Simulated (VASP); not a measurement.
# Ta (I4_1/amd) in VASP: notebook

Runs on Ta. Level: PBE. Tasks: single point, relaxation of shape and atoms at fixed volume.

Everything below comes from runs of VASP 6.6.1. Logs are shortened: lines on timing, memory, paths and dates and some standing lists are left out, and cuts for length are marked.

### 1 The cell of the first run

It takes space group I4_1/amd (No. 141, tetragonal). Conventional cell: a = 4.421 Å, b = 4.421 Å, c = 2.417 Å, α = 90.00°, β = 90.00°, γ = 90.00°. Within 3.0 Å of Ta (site symmetry -4m2) lie 10 Ta at 2.29 to 2.86 Å.

### 2 Single point, PBE (11.81 Å³/atom)

INCAR

```
PREC = Accurate
ENCUT = 500
EDIFF = 1E-6
ISMEAR = -1
SIGMA = 0.1
LREAL = False
LASPH = True
NELM = 120
ALGO = Normal
ISIF = 2
LWAVE = False
LCHARG = True
GGA = PE
LELF = True
LVHAR = True
NBANDS = 20
GGA_COMPAT = False
```

KPOINTS

```
regular mesh
0
Gamma
  17 17 17
```

POSCAR

```
Ta
1.0
   -2.2103386475      2.2103386475      1.2087069688
    2.2103386475     -2.2103386475      1.2087069688
    2.2103386475      2.2103386475     -1.2087069688
Ta
2
Direct
   -0.3750000000     -0.1250000000     -0.2500000000
    0.3750000000      0.1250000000      0.2500000000
```

Potentials or basis: VASP PAW PBE potentials, release 64 (Ta_sv_GW).

On the command line:

```bash
$ cat potpaw_PBE.64/Ta_sv_GW/POTCAR > POTCAR
$ mpirun -np 1 vasp_std > vasp.out
```

OUTCAR:

```text
PREC = Accurate
   ENCUT = 500
   EDIFF = 1E-6
   ISMEAR = -1
   LREAL = False
   LASPH = True
   NELM = 120
   ISIF = 2
   GGA = PE

 ion  position               nearest neighbor table
   1  0.625  0.875  0.750-   2 2.29   2 2.29   2 2.29   2 2.29   2 2.86   2 2.86   2 2.86   2 2.86

   2  0.375  0.125  0.250-   1 2.29   1 2.29   1 2.29   1 2.29   1 2.86   1 2.86   1 2.86   1 2.86

  LATTYP: Found a body centered tetragonal cell.
 ALAT       =     4.4206772950
 C/A-ratio  =     0.5468424353

  Lattice vectors:

 A1 = (  -2.2103386475,   2.2103386475,   1.2087069688)
 A2 = (   2.2103386475,  -2.2103386475,   1.2087069688)
 A3 = (   2.2103386475,   2.2103386475,  -1.2087069688)

Analysis of symmetry for initial positions (statically):
=====================================================================
 Subroutine PRICEL returns:
 Original cell was already a primitive cell.

 Routine SETGRP: Setting up the symmetry group for a
 body centered tetragonal supercell.

 Subroutine GETGRP returns: Found 16 space group operations
 (whereof  4 operations were pure point group operations)
 out of a pool of 16 trial point group operations.

The static configuration has the point symmetry C_2h.
 The point group associated with its full space group is D_4h.

Analysis of symmetry for dynamics (positions and initial velocities):
=====================================================================
 Subroutine PRICEL returns:
 Original cell was already a primitive cell.

 Routine SETGRP: Setting up the symmetry group for a
 body centered tetragonal supercell.

 Subroutine GETGRP returns: Found 16 space group operations
 (whereof  4 operations were pure point group operations)
 out of a pool of 16 trial point group operations.

The dynamic configuration has the point symmetry C_2h.
 The point group associated with its full space group is D_4h.

 Subroutine INISYM returns: Found 16 space group operations
 (whereof  4 operations are pure point group operations),
 and found     1 'primitive' translations

----------------------------------------------------------------------------------------

                                     Primitive cell

  volume of cell :      23.6210

  direct lattice vectors                    reciprocal lattice vectors
    -2.210338647  2.210338647  1.208706969     0.000000000  0.226209681  0.413665192
     2.210338647 -2.210338647  1.208706969     0.226209681  0.000000000  0.413665192
     2.210338647  2.210338647 -1.208706969     0.226209681  0.226209681  0.000000000

  length of vectors
     3.351442437  3.351442437  3.351442437     0.471476098  0.471476098  0.319908799

  position of ions in fractional coordinates (direct lattice)
     0.625000000  0.875000000  0.750000000
     0.375000000  0.125000000  0.250000000

  ion indices of the primitive-cell ions
   primitive index   ion index
                 1           1
                 2           2

----------------------------------------------------------------------------------------

 KPOINTS: regular mesh

Automatic generation of k-mesh.
 Grid dimensions read from file:
 generate k-points for:   17   17   17

 Generating k-lattice:

  Cartesian coordinates                     Fractional coordinates (reciprocal lattice)
     0.000000000  0.013306452  0.024333247     0.058823529  0.000000000 -0.000000000
     0.013306452  0.000000000  0.024333247     0.000000000  0.058823529 -0.000000000
     0.013306452  0.013306452  0.000000000     0.000000000  0.000000000  0.058823529

  Length of vectors
     0.027733888  0.027733888  0.018818165

  Shift w.r.t. Gamma in fractional coordinates (k-lattice)
     0.000000000  0.000000000  0.000000000

 Subroutine IBZKPT returns following result:
 ===========================================

 Found    405 irreducible k-points:

 Following reciprocal coordinates:
            Coordinates               Weight
  0.000000  0.000000  0.000000      1.000000
  0.058824  0.000000 -0.000000      8.000000
  0.117647  0.000000  0.000000      8.000000
  0.176471  0.000000  0.000000      8.000000
  0.235294  0.000000  0.000000      8.000000
  0.294118  0.000000  0.000000      8.000000
[... 16 lines left out ...]
 -0.176471  0.058824 -0.000000     16.000000
 -0.117647  0.058824 -0.000000     16.000000
 [... further k-points ...]
   k-points           NKPTS =    405   k-points in BZ     NKDIM =    405   number of bands    NBANDS=     20
   number of dos      NEDOS =    301   number of ions     NIONS =      2
   total plane-waves  NPLWV =  13824
   dimension x,y,z NGX =    24 NGY =   24 NGZ =   24
   dimension x,y,z NGXF=    48 NGYF=   48 NGZF=   48
   ions per type =               2
   NGX,Y,Z   is equivalent  to a cutoff of  11.91, 11.91, 11.91 a.u.
   NGXF,Y,Z  is equivalent  to a cutoff of  23.81, 23.81, 23.81 a.u.
 SYSTEM =  unknown system
   PREC   = accura    normal or accurate (medium, high low for compatibility)
   ISTART =      0    job   : 0-new  1-cont  2-samecut
   ICHARG =      2    charge: 1-file 2-atom 10-const
   ISPIN  =      1    spin polarized calculation?
   LNONCOLLINEAR =      F non collinear calculations
   LSORBIT =      F    spin-orbit coupling
   LASPH  =      T    aspherical Exc in radial PAW
   ENCUT  =  500.0 eV  36.75 Ry    6.06 a.u.   6.11  6.11  6.11*2*pi/ulx,y,z
   NELM   =    120;   NELMIN=  2; NELMDL= -5     # of ELM steps
   EDIFF  = 0.1E-05   stopping-criterion for ELM
   LREAL  =      F    real-space projection
   EDIFFG = 0.1E-04   stopping-criterion for IOM
   NSW    =      0    number of steps for IOM
   IBRION =     -1    ionic relax: 0-MD 1-quasi-New 2-CG
   NFREE  =      0    steps in history (QN), initial steepest desc. (CG)
   ISIF   =      2    stress and relaxation
   ISYM   =      2    0-nonsym 1-usesym 2-fastsym
   POTIM  = 0.5000    time-step for ionic-motion
   TEBEG  =    0.0;   TEEND  =   0.0 temperature during run
   PSTRESS=    0.0 pullay stress
   NELECT =      26.0000    total number of electrons
   NUPDOWN=      -1.0000    fix difference up-down
   EMIN   =  10.00;   EMAX   =-10.00  energy-range for DOS
   EFERMI =   0.00;   METHOD = LEGACY
   ISMEAR =    -1;   SIGMA  =   0.10  broadening in eV -4-tet -1-fermi 0-gaus
   EFERMI_NEDOS =   21; number of points for ismear=-14 and -15
   IALGO  =     38    algorithm
   IMIX   =      4    mixing-type and parameters
     AMIX     =   0.40;   BMIX     =  1.00
     AMIX_MAG =   1.60;   BMIX_MAG =  1.00
  volume/ion in A,a.u.               =      11.81        79.70
  Fermi-wavevector in a.u.,A,eV,Ry     =   1.690310  3.194223 38.873863  2.857148
  Thomas-Fermi vector in A             =   2.772280
   LORBIT       =      0    0 simple, 1 ext, 2 COOP (PROOUT), +10 PAW based schemes
   GGA     = PE    functional components
   LHFCALC =     F    Hartree Fock is set to
   AEXX    =    0.0000 exact exchange contribution
   IVDW    =     0    specifies the selected vdW correction
   LEPSILON=     F    determine dielectric tensor
   LRPA    =     F    only Hartree local field effects (RPA)
 non-spin polarized calculation
  energy-cutoff  :      500.00
  volume of cell :       23.62
 maximum number of plane-waves:       612
   NGX = 13   NGY = 13   NGZ = 13

 number of electron      26.0000002 magnetization

 Free energy of the ion-electron system (eV)
  ---------------------------------------------------
  ext. energy  EPLUGINS =         0.00000000
  ---------------------------------------------------
  free energy    TOTEN  =       -20.15395384 eV

  energy without entropy =      -20.11235924  energy(sigma->0) =      -20.13315654

 E-fermi :  17.9510     XC(G=0): -15.4903

 val. band max:       17.9505541863   @ k =  -0.4118  -0.4706   0.2941
 cond. band min:      17.9532990294   @ k =   0.2941   0.2941   0.0588
 fundamental gap:      0.0027448431
 Fermi energy:        17.9510209854

 k-point     1 :       0.0000    0.0000    0.0000
  band No.  band energies     occupation
      1     -50.1349      2.00000
      2     -48.7963      2.00000
      3     -18.3704      2.00000
      4     -18.3704      2.00000
      5     -14.5804      2.00000
      6     -14.5297      2.00000
[... 12 lines left out ...]
     19      29.4383      0.00000
     20      29.4383      0.00000

 k-point     2 :       0.0588    0.0000   -0.0000
  band No.  band energies     occupation
      1     -50.1132      2.00000
      2     -48.7941      2.00000
      3     -18.3605      2.00000
      4     -18.3203      2.00000
      5     -14.7330      2.00000
      6     -14.6776      2.00000
[... 12 lines left out ...]
     19      28.9580      0.00000
     20      29.4975      0.00000

 k-point     3 :       0.1176    0.0000    0.0000
  band No.  band energies     occupation
      1     -50.0501      2.00000
      2     -48.7884      2.00000
      3     -18.3318      2.00000
      4     -18.1775      2.00000
      5     -15.1509      2.00000
      6     -15.0582      2.00000
[... 12 lines left out ...]
     19      28.7269      0.00000
     20      30.1958      0.00000

 k-point     4 :       0.1765    0.0000    0.0000
  band No.  band energies     occupation
      1     -49.9519      2.00000
      2     -48.7817      2.00000
      3     -18.2865      2.00000
      4     -17.9678      2.00000
      5     -15.7638      2.00000
      6     -15.5528      2.00000
[... 12 lines left out ...]
     19      29.2003      0.00000
     20      31.8863      0.00000

 k-point     5 :       0.2353    0.0000    0.0000
  band No.  band energies     occupation
      1     -49.8285      2.00000
      2     -48.7773      2.00000
      3     -18.2291      2.00000
      4     -17.7536      2.00000
      5     -16.4382      2.00000
      6     -16.0617      2.00000
[... 12 lines left out ...]
     19      29.2796      0.00000
     20      33.7745      0.00000

 k-point     6 :       0.2941    0.0000    0.0000
  band No.  band energies     occupation
      1     -49.6932      2.00000
      2     -48.7788      2.00000
      3     -18.1664      2.00000
      4     -17.7059      2.00000
      5     -17.0247      2.00000
      6     -16.4156      2.00000
[... 12 lines left out ...]
     19      28.9406      0.00000
     20      33.5160      0.00000

 k-point     7 :       0.3529    0.0000    0.0000
  band No.  band energies     occupation
      1     -49.5618      2.00000
      2     -48.7884      2.00000
      3     -18.1067      2.00000
      4     -17.9976      2.00000
      5     -17.4304      2.00000
      6     -16.4247      2.00000
[... 12 lines left out ...]
     19      28.4734      0.00000
     20      32.8644      0.00000
[... 277 lines left out ...]
 k-point    20 :      -0.3529    0.0588   -0.0000
  band No.  band energies     occupation
      1     -49.6465      2.00000
      2     -48.8268      2.00000
      3     -18.2025      2.00000
      4     -17.6122      2.00000
      5     -17.0925      2.00000
      6     -16.2341      2.00000
[... 12 lines left out ...]
     19      28.4402      0.00000
     20      32.6134      0.00000

 k-point    21 :      -0.2941    0.0588   -0.0000
  band No.  band energies     occupation
      1     -49.7837      2.00000
      2     -48.8238      2.00000
      3     -18.2575      2.00000
      4     -17.5735      2.00000
      5     -16.5462      2.00000
      6     -15.9919      2.00000
[... 12 lines left out ...]
     19      28.9015      0.00000
     20      32.8236      0.00000

 k-point    22 :      -0.2353    0.0588   -0.0000
  band No.  band energies     occupation
      1     -49.9124      2.00000
      2     -48.8230      2.00000
      3     -18.3072      2.00000
      4     -17.7878      2.00000
      5     -15.8892      2.00000
      6     -15.5320      2.00000
[... 12 lines left out ...]
     19      28.7602      0.00000
     20      31.4653      0.00000

 k-point    23 :      -0.1765    0.0588   -0.0000
  band No.  band energies     occupation
      1     -50.0186      2.00000
      2     -48.8217      2.00000
      3     -18.3411      2.00000
      4     -18.0371      2.00000
      5     -15.2850      2.00000
      6     -15.0528      2.00000
[... 12 lines left out ...]
     19      27.9486      0.00000
     20      29.8500      0.00000

 k-point    24 :      -0.1176    0.0588   -0.0000
  band No.  band energies     occupation
      1     -50.0913      2.00000
      2     -48.8172      2.00000
      3     -18.3549      2.00000
      4     -18.2352      2.00000
      5     -14.8523      2.00000
      6     -14.6776      2.00000
[... 12 lines left out ...]
     19      28.1690      0.00000
     20      29.1403      0.00000

 [... further k-points ...]

------------------------ aborting loop because EDIFF is reached ----------------------------------------

  FORCE on cell =-STRESS in cart. coord.  units (eV):
  Direction    XX          YY          ZZ          XY          YZ          ZX
  --------------------------------------------------------------------------------------
  -------------------------------------------------------------------------------------
  Total       31.9496213     31.9496213     31.8490064     -0.0000000      0.0000000      0.0000000
  in kB     2167.0934812   2167.0934812   2160.2689228     -0.0000000      0.0000000      0.0000000
  external PRESSURE =    2164.8186284 kB  Pullay stress =       0.0000000 kB

 VOLUME and BASIS-vectors are now :
 -----------------------------------------------------------------------------
  energy-cutoff  :      500.00
  volume of cell :       23.62
      direct lattice vectors                 reciprocal lattice vectors
    -2.210338647  2.210338647  1.208706969     0.000000000  0.226209681  0.413665192
     2.210338647 -2.210338647  1.208706969     0.226209681  0.000000000  0.413665192
     2.210338647  2.210338647 -1.208706969     0.226209681  0.226209681  0.000000000

 POSITION                                       TOTAL-FORCE (eV/Angst)
 -----------------------------------------------------------------------------------
      2.21034      1.10517      0.90653         0.000000      0.000000      0.000000
      0.00000      1.10517      0.30218        -0.000000     -0.000000     -0.000000
 -----------------------------------------------------------------------------------
    total drift:                               -0.000000      0.000000      0.000000

  FREE ENERGIE OF THE ION-ELECTRON SYSTEM (eV)
  ---------------------------------------------------
  free  energy   TOTEN  =       -20.1539538365 eV

  energy  without entropy=      -20.1123592447  energy(sigma->0) =      -20.13315654
```

Run time: 90 s. Hardware: 1 thread of AMD EPYC 9R45 (Zen 5), shared host; peak memory 0.24 GiB.

Results:

* Free energy: -20.1540 eV
* Pressure: 216.5 GPa
* Band gap on the k mesh: zero (bands 13 and 14 overlap by 2.36 eV)

Stress tensor (GPa, compression positive):
```
216.71   0.00   0.00
  0.00 216.71   0.00
  0.00   0.00 216.03
```

Levels at points of the mesh, in eV from the Fermi level:
| k point | band 9 | band 10 | band 11 | band 12 | band 13 | band 14 | band 15 | band 16 | band 17 | band 18 |
| --- | --- | --- | --- | --- | --- | --- | --- | --- | --- | --- |
| (0.00, 0.00, 0.00) | -9.70 | -8.99 | -4.93 | -4.19 | -2.84 | 3.34 | 3.34 | 3.80 | 3.80 | 10.84 |

Caveat: the cell stands under pressure; spin-orbit coupling is left out, which moves the levels of the heavy elements.

### 3 Relaxation of shape and atoms at fixed volume, PBE

This run uses another cell than the first one, of 13.39 Å³/atom.

INCAR

```
SYSTEM = Ta
PREC = Accurate ; ENCUT = 600
EDIFF = 1E-6 ; ISMEAR = -1
SIGMA = 0.1 ; LREAL = .False.
LASPH = .True. ; NELM = 60
ALGO = Normal ; ISIF = 4
LWAVE = .False. ; LCHARG = .False.
GGA = PE ; IBRION = 2
NSW = 50 ; EDIFFG = -0.005
```

KPOINTS

```
regular mesh
0
Gamma
  17 17 17
  0 0 0
```

POSCAR

```
Ta
1.0
   -2.3253190259      2.3253190259      1.2377451491
    2.3253190259     -2.3253190259      1.2377451491
    2.3253190259      2.3253190259     -1.2377451491
Ta
2
Direct
   -0.3750000000     -0.1250000000     -0.2500000000
    0.3750000000      0.1250000000      0.2500000000
```

Potentials or basis: VASP PAW PBE potentials, release 64 (Ta_pv).

On the command line:

```bash
$ cat potpaw_PBE.64/Ta_pv/POTCAR > POTCAR
$ mpirun -np 1 vasp_std > vasp.out
```

It took 16 min on 1 thread of Intel Xeon Platinum 8488C (Sapphire Rapids), shared host; peak memory 0.32 GiB.

It converged, with:

* Free energy: -18.4154 eV
* Energy gained by relaxing: 8.8 meV/atom
* Ionic steps: 15
* Pressure after relaxing: 129.9 GPa
* Band gap on the k mesh: zero (bands 11 and 12 overlap by 2.00 eV)

Step by step:
```
step  energy change (eV)  largest force (eV/Å)  pressure (GPa)  volume (Å³)
   1              0.0000                0.0000          130.40        26.77
   2              0.0147                0.0000          129.89        26.77
   3             -0.0176                0.0000          129.92        26.77
   4             -0.0176                0.0000          129.89        26.77
   5             -0.0176                0.0000          129.89        26.77
   6             -0.0176                0.0000          129.89        26.77
   7             -0.0176                0.0000          129.89        26.77
   8             -0.0176                0.0000          129.89        26.77
   9             -0.0176                0.0000          129.89        26.77
  10             -0.0176                0.0000          129.89        26.77
  11             -0.0176                0.0000          129.89        26.77
  12             -0.0176                0.0000          129.89        26.77
  13             -0.0176                0.0000          129.89        26.77
  14             -0.0176                0.0000          129.89        26.77
  15             -0.0176                0.0000          129.89        26.77
```

Final structure:
```xyz
2
Lattice="-2.3075 2.3075 1.2569 2.3075 -2.3075 1.2569 2.3075 2.3075 -1.2569" Properties=species:S:1:pos:R:3 pbc="T T T"
Ta    2.3075    1.1538    0.9427
Ta    0.0000    1.1538    0.3142
```

Levels at points of the mesh, in eV from the Fermi level:
| k point | band 8 | band 9 | band 10 | band 11 | band 12 | band 13 | band 14 | band 15 |
| --- | --- | --- | --- | --- | --- | --- | --- | --- |
| (0.00, 0.00, 0.00) | -7.54 | -4.13 | -3.58 | -2.24 | 3.46 | 3.46 | 3.79 | 3.79 |

Caveat: spin-orbit coupling is left out, which moves the levels of the heavy elements.

### 4 Single point, PBE

INCAR

```
SYSTEM = Ta
PREC = Accurate
ENCUT = 500
EDIFF = 1E-6
ISMEAR = -1
SIGMA = 0.1
LREAL = .FALSE.
LASPH = .TRUE.
NELM = 120
ALGO = Normal
ISIF = 2
LWAVE = .FALSE.
LCHARG = .TRUE.
GGA = PE
LELF = .TRUE.
LVHAR = .TRUE.
NBANDS = 20
GGA_COMPAT = .FALSE.
```

KPOINTS

```
regular mesh
0
G
  17 17 17
  0 0 0
```

POSCAR

```
Ta
1.0
   -2.2103386475      2.2103386475      1.2087069688
    2.2103386475     -2.2103386475      1.2087069688
    2.2103386475      2.2103386475     -1.2087069688
Ta
2
Direct
   -0.3750000000     -0.1250000000     -0.2500000000
    0.3750000000      0.1250000000      0.2500000000
```

Potentials or basis: VASP PAW PBE potentials, release 64 (Ta_sv_GW).

On the command line:

```bash
$ cat potpaw_PBE.64/Ta_sv_GW/POTCAR > POTCAR
$ mpirun -np 1 vasp_std > vasp.out
```

Wall time 82 s (1 thread of Intel Xeon Platinum 8259CL at 2.50GHz (Skylake/Cascade Lake), shared host); peak memory 0.27 GiB.

It converged, with:

* Free energy: -20.1540 eV
* Pressure: 216.5 GPa
* Band gap on the k mesh: zero (bands 13 and 14 overlap by 2.36 eV)

Stress tensor (GPa, compression positive):
```
216.71   0.00   0.00
  0.00 216.71   0.00
  0.00   0.00 216.03
```

Levels at points of the mesh, in eV from the Fermi level:
```
           k point  band 10  band 11  band 12  band 13  band 14  band 15  band 16  band 17
(0.00, 0.00, 0.00)    -8.99    -4.93    -4.19    -2.84     3.34     3.34     3.80     3.80
```

Caveat: the cell stands under pressure; spin-orbit coupling is left out, which moves the levels of the heavy elements.

(Continued in part 2 of 2.)
